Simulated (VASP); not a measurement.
Input of a VASP 6.6.1 run:

File INCAR:

```
PREC = Accurate
ENCUT = 600
EDIFF = 1E-7
ISMEAR = 0
SIGMA = 0.1
LREAL = False
LASPH = True
NELM = 200
ALGO = Normal
ISIF = 3
LWAVE = False
LCHARG = False
GGA = PE
IBRION = 2
NSW = 100
EDIFFG = -0.01
GGA_COMPAT = False
NELMIN = 4
LMAXMIX = 6
```

KPOINTS

```
regular mesh
0
Gamma
  6 6 10
```

The input POSCAR:

```
Tm3BF
1.0
    5.8755078583      0.0000000000      0.0000000000
    0.0000000000      5.8755078583      0.0000000000
    0.0000000000      0.0000000000      4.0278129018
Tm B F
3 1 1
Direct
    0.0000000000      0.5000000000      0.0000000000
    0.5000000000      0.0000000000      0.0000000000
    0.0000000000      0.0000000000      0.0000000000
    0.5000000000      0.5000000000      0.5000000000
    0.0000000000      0.0000000000      0.5000000000
```

Potentials or basis: VASP PAW PBE potentials, release 64 (Tm_3, B, F), 4f in core.

Command:

```console
$ cat potpaw_PBE.64/Tm_3/POTCAR potpaw_PBE.64/B/POTCAR potpaw_PBE.64/F/POTCAR > POTCAR
$ mpirun -np 1 vasp_std > vasp.out
```

(1) What does it give for the relaxed cell?

(2) Estimate the band gap on the k mesh.

(3) Predict the relaxed volume.

(4) Predict the space group after relaxing (to 0.1 Å).

## Answers

(1) a = 5.877 Å, b = 5.877 Å, c = 4.053 Å, α = 90.00°, β = 90.00°, γ = 90.00°.

(2) zero (an odd number of electrons rules out a gap without spin polarisation).

(3) 27.99 Å³/atom.

(4) P4/mmm (No. 123).

Caveat: spin-orbit coupling is left out, which moves the levels of the heavy elements; the 4f electrons are frozen in the core, so they carry no moment and show no levels; an odd number of electrons without spin polarisation forces a metal; a magnetic or distorted state may lie lower; the run has no spin polarisation, though such a crystal can be magnetic.
